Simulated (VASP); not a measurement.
# Zn6Bi (Pm-3m) in VASP: notebook

Runs on Zn6Bi. Level: PBE. Tasks: single point, relaxation of cell and atoms.

Program: VASP 6.6.1. These are calculated values, not measurements. Logs are shortened: lines on timing, memory, paths and dates and some standing lists are left out, and cuts for length are marked.

## Step 1: The cell of the first run

It takes space group Pm-3m (No. 221, cubic). Conventional cell: a = 5.970 Å, b = 5.970 Å, c = 5.970 Å, α = 90.00°, β = 90.00°, γ = 90.00°. Zn (site symmetry 4mm) has 5 Zn at 2.32 to 2.58 Å within 3.1 Å. Bi (site symmetry m-3m) has 24 Zn at 4.38 Å within 5.7 Å.

The cell was built from a structure type or drawn by symmetry, and may not be a known phase.

## Step 2: Single point, PBE

File INCAR:

```
SYSTEM = Zn6Bi
  ALGO = Normal
  EDIFF = 1E-6
  ENCUT = 520
  GGA = PE
  ISIF = 2
  ISMEAR = 0
  LASPH = .TRUE.
  LCHARG = .FALSE.
  LREAL = .FALSE.
  LWAVE = .FALSE.
  NBANDS = 52
  NELM = 100
  PREC = Accurate
  SIGMA = 0.1
```

File KPOINTS:

```
k-points
0
G
  6 6 6
  0 0 0
```

File POSCAR:

```
Zn6Bi
1.0
    5.9702179491      0.0000000000      0.0000000000
    0.0000000000      5.9702179491      0.0000000000
    0.0000000000      0.0000000000      5.9702179491
Zn Bi
6 1
Direct
    0.1942218855      0.5000000000      0.5000000000
    0.5000000000      0.1942218855      0.5000000000
    0.8057781145      0.5000000000      0.5000000000
    0.5000000000      0.8057781145      0.5000000000
    0.5000000000      0.5000000000      0.1942218855
    0.5000000000      0.5000000000      0.8057781145
    0.0000000000      0.0000000000      0.0000000000
```

Potentials or basis: VASP PAW PBE potentials, release 64 (Zn, Bi_d).

Command:

```bash
$ cat potpaw_PBE.64/Zn/POTCAR potpaw_PBE.64/Bi_d/POTCAR > POTCAR
$ mpirun -np 1 vasp_std > vasp.out
```

OUTCAR:

```text
SYSTEM = Zn6Bi
   EDIFF = 1E-6
   ENCUT = 520
   GGA = PE
   ISIF = 2
   ISMEAR = 0
   LASPH = .TRUE.
   LREAL = .FALSE.
   NELM = 100
   PREC = Accurate

 ion  position               nearest neighbor table
   1  0.194  0.500  0.500-   3 2.32   2 2.58   4 2.58   5 2.58   6 2.58
   2  0.500  0.194  0.500-   4 2.32   3 2.58   1 2.58   5 2.58   6 2.58
   3  0.806  0.500  0.500-   1 2.32   2 2.58   4 2.58   5 2.58   6 2.58
   4  0.500  0.806  0.500-   2 2.32   1 2.58   3 2.58   5 2.58   6 2.58
   5  0.500  0.500  0.194-   6 2.32   2 2.58   3 2.58   4 2.58   1 2.58
   6  0.500  0.500  0.806-   5 2.32   2 2.58   3 2.58   4 2.58   1 2.58
   7  0.000  0.000  0.000-

  LATTYP: Found a simple cubic cell.
 ALAT       =     5.9702179491

  Lattice vectors:

 A1 = (   5.9702179491,   0.0000000000,   0.0000000000)
 A2 = (   0.0000000000,   5.9702179491,   0.0000000000)
 A3 = (   0.0000000000,   0.0000000000,   5.9702179491)

Analysis of symmetry for initial positions (statically):
=====================================================================
 Subroutine PRICEL returns:
 Original cell was already a primitive cell.

 Routine SETGRP: Setting up the symmetry group for a
 simple cubic supercell.

 Subroutine GETGRP returns: Found 48 space group operations
 (whereof 48 operations were pure point group operations)
 out of a pool of 48 trial point group operations.

The static configuration has the point symmetry O_h .

Analysis of symmetry for dynamics (positions and initial velocities):
=====================================================================
 Subroutine PRICEL returns:
 Original cell was already a primitive cell.

 Routine SETGRP: Setting up the symmetry group for a
 simple cubic supercell.

 Subroutine GETGRP returns: Found 48 space group operations
 (whereof 48 operations were pure point group operations)
 out of a pool of 48 trial point group operations.

The dynamic configuration has the point symmetry O_h .

 Subroutine INISYM returns: Found 48 space group operations
 (whereof 48 operations are pure point group operations),
 and found     1 'primitive' translations

----------------------------------------------------------------------------------------

                                     Primitive cell

  volume of cell :     212.7995

  direct lattice vectors                    reciprocal lattice vectors
     5.970217949  0.000000000  0.000000000     0.167498073  0.000000000  0.000000000
     0.000000000  5.970217949  0.000000000     0.000000000  0.167498073  0.000000000
     0.000000000  0.000000000  5.970217949     0.000000000  0.000000000  0.167498073

  length of vectors
     5.970217949  5.970217949  5.970217949     0.167498073  0.167498073  0.167498073

  position of ions in fractional coordinates (direct lattice)
     0.194221885  0.500000000  0.500000000
     0.500000000  0.194221885  0.500000000
     0.805778115  0.500000000  0.500000000
     0.500000000  0.805778115  0.500000000
     0.500000000  0.500000000  0.194221885
     0.500000000  0.500000000  0.805778115
     0.000000000  0.000000000  0.000000000

  ion indices of the primitive-cell ions
   primitive index   ion index
                 1           1
                 2           2
                 3           3
                 4           4
                 5           5
                 6           6
                 7           7

----------------------------------------------------------------------------------------

 KPOINTS: k-points

Automatic generation of k-mesh.
 Grid dimensions read from file:
 generate k-points for:    6    6    6

 Generating k-lattice:

  Cartesian coordinates                     Fractional coordinates (reciprocal lattice)
     0.027916345  0.000000000  0.000000000     0.166666667  0.000000000  0.000000000
     0.000000000  0.027916345  0.000000000     0.000000000  0.166666667  0.000000000
     0.000000000  0.000000000  0.027916345     0.000000000  0.000000000  0.166666667

  Length of vectors
     0.027916345  0.027916345  0.027916345

  Shift w.r.t. Gamma in fractional coordinates (k-lattice)
     0.000000000  0.000000000  0.000000000

 Subroutine IBZKPT returns following result:
 ===========================================

 Found     20 irreducible k-points:

 Following reciprocal coordinates:
            Coordinates               Weight
  0.000000  0.000000  0.000000      1.000000
  0.166667  0.000000  0.000000      6.000000
  0.333333  0.000000  0.000000      6.000000
  0.500000  0.000000  0.000000      3.000000
  0.166667  0.166667  0.000000     12.000000
  0.333333  0.166667  0.000000     24.000000
[... 12 lines left out ...]
  0.500000  0.500000  0.333333      6.000000
  0.500000  0.500000  0.500000      1.000000
   k-points           NKPTS =     20   k-points in BZ     NKDIM =     20   number of bands    NBANDS=     52
   number of dos      NEDOS =    301   number of ions     NIONS =      7
   total plane-waves  NPLWV = 110592
   dimension x,y,z NGX =    48 NGY =   48 NGZ =   48
   dimension x,y,z NGXF=    96 NGYF=   96 NGZF=   96
   ions per type =               6   1
   NGX,Y,Z   is equivalent  to a cutoff of  13.37, 13.37, 13.37 a.u.
   NGXF,Y,Z  is equivalent  to a cutoff of  26.73, 26.73, 26.73 a.u.
 SYSTEM =  Zn6Bi
   PREC   = accura    normal or accurate (medium, high low for compatibility)
   ISTART =      0    job   : 0-new  1-cont  2-samecut
   ICHARG =      2    charge: 1-file 2-atom 10-const
   ISPIN  =      1    spin polarized calculation?
   LNONCOLLINEAR =      F non collinear calculations
   LSORBIT =      F    spin-orbit coupling
   LASPH  =      T    aspherical Exc in radial PAW
   ENCUT  =  520.0 eV  38.22 Ry    6.18 a.u.  11.10 11.10 11.10*2*pi/ulx,y,z
   NELM   =    100;   NELMIN=  2; NELMDL= -5     # of ELM steps
   EDIFF  = 0.1E-05   stopping-criterion for ELM
   LREAL  =      F    real-space projection
   EDIFFG = 0.1E-04   stopping-criterion for IOM
   NSW    =      0    number of steps for IOM
   IBRION =     -1    ionic relax: 0-MD 1-quasi-New 2-CG
   NFREE  =      0    steps in history (QN), initial steepest desc. (CG)
   ISIF   =      2    stress and relaxation
   ISYM   =      2    0-nonsym 1-usesym 2-fastsym
   POTIM  = 0.5000    time-step for ionic-motion
   TEBEG  =    0.0;   TEEND  =   0.0 temperature during run
   PSTRESS=    0.0 pullay stress
   NELECT =      87.0000    total number of electrons
   NUPDOWN=      -1.0000    fix difference up-down
   EMIN   =  10.00;   EMAX   =-10.00  energy-range for DOS
   EFERMI =   0.00;   METHOD = LEGACY
   ISMEAR =     0;   SIGMA  =   0.10  broadening in eV -4-tet -1-fermi 0-gaus
   EFERMI_NEDOS =   21; number of points for ismear=-14 and -15
   IALGO  =     38    algorithm
   IMIX   =      4    mixing-type and parameters
     AMIX     =   0.40;   BMIX     =  1.00
     AMIX_MAG =   1.60;   BMIX_MAG =  1.00
  volume/ion in A,a.u.               =      30.40       205.15
  Fermi-wavevector in a.u.,A,eV,Ry     =   1.215041  2.296095 20.086628  1.476326
  Thomas-Fermi vector in A             =   2.350441
   LORBIT       =      0    0 simple, 1 ext, 2 COOP (PROOUT), +10 PAW based schemes
   GGA     = PE    functional components
   LHFCALC =     F    Hartree Fock is set to
   AEXX    =    0.0000 exact exchange contribution
   IVDW    =     0    specifies the selected vdW correction
   LEPSILON=     F    determine dielectric tensor
   LRPA    =     F    only Hartree local field effects (RPA)
 non-spin polarized calculation
 Gauss-broadening in eV      SIGMA  =   0.10
  energy-cutoff  :      520.00
  volume of cell :      212.80
 maximum number of plane-waves:      5832
 NGX is ok and might be reduce to    48
   NGX = 23   NGY = 23   NGZ = 23

 number of electron      87.0000066 magnetization

 Free energy of the ion-electron system (eV)
  ---------------------------------------------------
  ext. energy  EPLUGINS =         0.00000000
  ---------------------------------------------------
  free energy    TOTEN  =        -5.92887934 eV

  energy without entropy =       -5.90444899  energy(sigma->0) =       -5.91666416

 E-fermi :   0.3831     XC(G=0):  -8.3204

 val. band max:        0.3098582392   @ k =   0.5000   0.5000   0.0000
 cond. band min:       0.3951088720   @ k =   0.5000   0.1667   0.1667
 fundamental gap:      0.0852506328
 Fermi energy:         0.3831235315

 k-point     1 :       0.0000    0.0000    0.0000
  band No.  band energies     occupation
      1     -22.2587      2.00000
      2     -22.2587      2.00000
      3     -22.2569      2.00000
      4     -22.2569      2.00000
      5     -22.2569      2.00000
      6      -9.6348      2.00000
[... 44 lines left out ...]
     51       4.2110      0.00000
     52       4.2110      0.00000

 k-point     2 :       0.1667    0.0000    0.0000
  band No.  band energies     occupation
      1     -22.2587      2.00000
      2     -22.2587      2.00000
      3     -22.2569      2.00000
      4     -22.2569      2.00000
      5     -22.2569      2.00000
      6      -9.6225      2.00000
[... 44 lines left out ...]
     51       4.7503      0.00000
     52       4.7503      0.00000

 k-point     3 :       0.3333    0.0000    0.0000
  band No.  band energies     occupation
      1     -22.2587      2.00000
      2     -22.2586      2.00000
      3     -22.2569      2.00000
      4     -22.2569      2.00000
      5     -22.2569      2.00000
      6      -9.5980      2.00000
[... 44 lines left out ...]
     51       4.8613      0.00000
     52       4.8959      0.00000
[... 826 lines left out ...]
 k-point    19 :       0.5000    0.5000    0.3333
  band No.  band energies     occupation
      1     -22.2585      2.00000
      2     -22.2585      2.00000
      3     -22.2569      2.00000
      4     -22.2569      2.00000
      5     -22.2569      2.00000
      6      -9.5534      2.00000
[... 44 lines left out ...]
     51       5.6162      0.00000
     52       6.1843      0.00000

 k-point    20 :       0.5000    0.5000    0.5000
  band No.  band energies     occupation
      1     -22.2585      2.00000
      2     -22.2585      2.00000
      3     -22.2569      2.00000
      4     -22.2569      2.00000
      5     -22.2569      2.00000
      6      -9.5499      2.00000
[... 44 lines left out ...]
     51       4.9744      0.00000
     52       6.2510      0.00000

------------------------ aborting loop because EDIFF is reached ----------------------------------------

  FORCE on cell =-STRESS in cart. coord.  units (eV):
  Direction    XX          YY          ZZ          XY          YZ          ZX
  --------------------------------------------------------------------------------------
  -------------------------------------------------------------------------------------
  Total        0.1897908      0.1897908      0.1897908      0.0000000     -0.0000000      0.0000000
  in kB        1.4289437      1.4289437      1.4289437      0.0000000     -0.0000000      0.0000000
  external PRESSURE =       1.4289437 kB  Pullay stress =       0.0000000 kB

 VOLUME and BASIS-vectors are now :
 -----------------------------------------------------------------------------
  energy-cutoff  :      520.00
  volume of cell :      212.80
      direct lattice vectors                 reciprocal lattice vectors
     5.970217949  0.000000000  0.000000000     0.167498073  0.000000000  0.000000000
     0.000000000  5.970217949  0.000000000     0.000000000  0.167498073  0.000000000
     0.000000000  0.000000000  5.970217949     0.000000000  0.000000000  0.167498073

 POSITION                                       TOTAL-FORCE (eV/Angst)
 -----------------------------------------------------------------------------------
      1.15955      2.98511      2.98511        -0.005124      0.000000     -0.000000
      2.98511      1.15955      2.98511         0.000000     -0.005124     -0.000000
      4.81067      2.98511      2.98511         0.005124      0.000000     -0.000000
      2.98511      4.81067      2.98511         0.000000      0.005124     -0.000000
      2.98511      2.98511      1.15955         0.000000      0.000000     -0.005124
      2.98511      2.98511      4.81067         0.000000      0.000000      0.005124
      0.00000      0.00000      0.00000         0.000000      0.000000     -0.000000
 -----------------------------------------------------------------------------------
    total drift:                                0.000000     -0.000000     -0.000000

  FREE ENERGIE OF THE ION-ELECTRON SYSTEM (eV)
  ---------------------------------------------------
  free  energy   TOTEN  =        -5.9288793372 eV

  energy  without entropy=       -5.9044489871  energy(sigma->0) =       -5.91666416
```

Run time: 1.8 min. Hardware: 1 thread of Intel Xeon 6975P-C (Granite Rapids), shared host; peak memory 0.43 GiB.

What came out:

```yaml
Free_energy: -5.9289 eV
Pressure: 0.1 GPa
Largest_force: 0.005 eV/Å
Band_gap_on_the_k_mesh: zero (an odd number of electrons rules out a gap without spin polarisation)
```

Forces on the atoms (eV/Å):
```
Zn  -0.005  0.000  0.000
Zn   0.000 -0.005  0.000
Zn   0.005  0.000  0.000
Zn   0.000  0.005  0.000
Zn   0.000  0.000 -0.005
Zn   0.000  0.000  0.005
Bi   0.000  0.000  0.000
```

Levels at points of the mesh, in eV from the Fermi level:
| k point | band 39 | band 40 | band 41 | band 42 | band 43 | band 44 | band 45 | band 46 | band 47 | band 48 |
| --- | --- | --- | --- | --- | --- | --- | --- | --- | --- | --- |
| (0.00, 0.00, 0.00) | -2.51 | -2.51 | -2.44 | -2.44 | -1.07 | 0.38 | 0.38 | 0.38 | 2.73 | 2.73 |
| (0.50, 0.00, 0.00) | -2.38 | -2.00 | -2.00 | -1.91 | -0.44 | -0.44 | 0.62 | 1.58 | 2.08 | 2.08 |
| (0.50, 0.50, 0.00) | -4.38 | -1.95 | -1.61 | -0.07 | 0.01 | 0.01 | 0.04 | 1.08 | 1.08 | 2.03 |
| (0.50, 0.50, 0.50) | -4.07 | -4.07 | -1.44 | -1.44 | -1.44 | 2.15 | 2.15 | 2.15 | 2.49 | 2.49 |

Caveat: spin-orbit coupling is left out, which moves the levels of the heavy elements.

(Part 1 of 2 ends here.)
